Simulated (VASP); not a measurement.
Crystal: NbP.

```
CELL_PARAMETERS angstrom
-1.66918 1.66918 5.73202
1.66918 -1.66918 5.73202
1.66918 1.66918 -5.73202
ATOMIC_POSITIONS crystal
Nb 0.74982 0.74982 0.00000
Nb 0.49982 0.99982 0.50000
P 0.33281 0.33281 0.00000
P 0.08281 0.58281 0.50000
```

Base run:

| Item | Value |
| --- | --- |
| Program | VASP 6.6.1 |
| Functional | PBE |
| Potentials or basis | VASP PAW PBE potentials, release 64 (Nb_sv, P) |
| Cutoff | 520 eV |
| k mesh | 10 × 10 × 10 |
| Occupations | fermi-dirac, width 0.02 eV |
| Spin | no spin polarisation |

Its results: band gap on the k mesh zero (bands 18 and 19 overlap by 0.16 eV); pressure 0.1 GPa.

Q: The run is repeated on the same cell with these changes: functional from PBE to r2SCAN. What comes out?

A: Band gap on the k mesh zero (bands 18 and 19 overlap by 0.13 eV); pressure -0.4 GPa.

Caveats: the PAW data sets were made with another functional, which shifts forces and pressure a little (at least some runs).
